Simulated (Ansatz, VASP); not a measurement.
## Ru: VASP beside Ansatz

The input INCAR:

```
PREC = Accurate
ENCUT = 600
EDIFF = 1E-6
ISMEAR = 0
SIGMA = 0.1
LREAL = F
LASPH = T
NELM = 60
ALGO = Fast
ISIF = 3
LWAVE = F
LCHARG = F
GGA = PS
IBRION = 2
NSW = 80
EDIFFG = -0.01
```

KPOINTS

```
Automatic mesh
0
Gamma
  14 14 14
```

Contents of POSCAR:

```
Ru
1.0
    0.0000000000      2.6941161217      2.6941161217
    2.6941161217      0.0000000000      2.6941161217
    2.6941161217      2.6941161217      0.0000000000
Ru
2
Direct
    0.0000000000      0.0000000000      0.0000000000
    0.2500000000      0.2500000000      0.2500000000
```

Input for Ansatz:

```yaml
crystal:
  lattice:
    - [0.0, 2.6941161217, 2.6941161217]
    - [2.6941161217, 0.0, 2.6941161217]
    - [2.6941161217, 2.6941161217, 0.0]
  atoms:
    - { symbol: Ru, position: [0.0, 0.0, 0.0] }
    - { symbol: Ru, position: [0.25, 0.25, 0.25] }
basis:
  ecutwfc: 420
kpoints:
  mp_grid: { grid: [14, 14, 14] }
hamiltonian:
  xc: pbesol
scf:
  occupations: { method: gaussian, width: 0.1 }
output:
  forces: true
  stress: true
  eigenvalues: true
relax:
  adjacent_minimum: "off"
  f_tol: 0.01
  max_steps: 60
  cell: { stress_tol: 0.1 }
```

Alike in both runs: task relaxation of cell and atoms; functional PBEsol; k mesh 14 × 14 × 14; occupations gaussian, width 0.1 eV; no spin polarisation.

|  | VASP | Ansatz |
| --- | --- | --- |
| version | VASP 6.6.1 | Ansatz 0.2.0 |
| potentials or method | VASP PAW PBE potentials, release 64 (Ru_pv), cutoff 600 eV | scalar-relativistic, plane waves, PAW |
| valence electrons in the cell | 28 | 32 |

Ansatz gave:

- gap on the k mesh at the Fermi level, each at its own relaxed structure (eV): none
- relaxed volume (Å³/atom): 19.59
- relaxed length of the cell vector where the two differ most in proportion (Å): 3.812

Which values does VASP return?

gap on the k mesh at the Fermi level, each at its own relaxed structure (eV): none; relaxed volume (Å³/atom): 19.61; relaxed length of the cell vector where the two differ most in proportion (Å): 3.814.

VASP's potentials were made for PBE, not for PBEsol. A gap of «none» marks a metal or a gap that the smearing closes. VASP's potentials hold 28 valence electrons a cell and Ansatz's 32, so a difference there can come from the potentials and not from the codes.
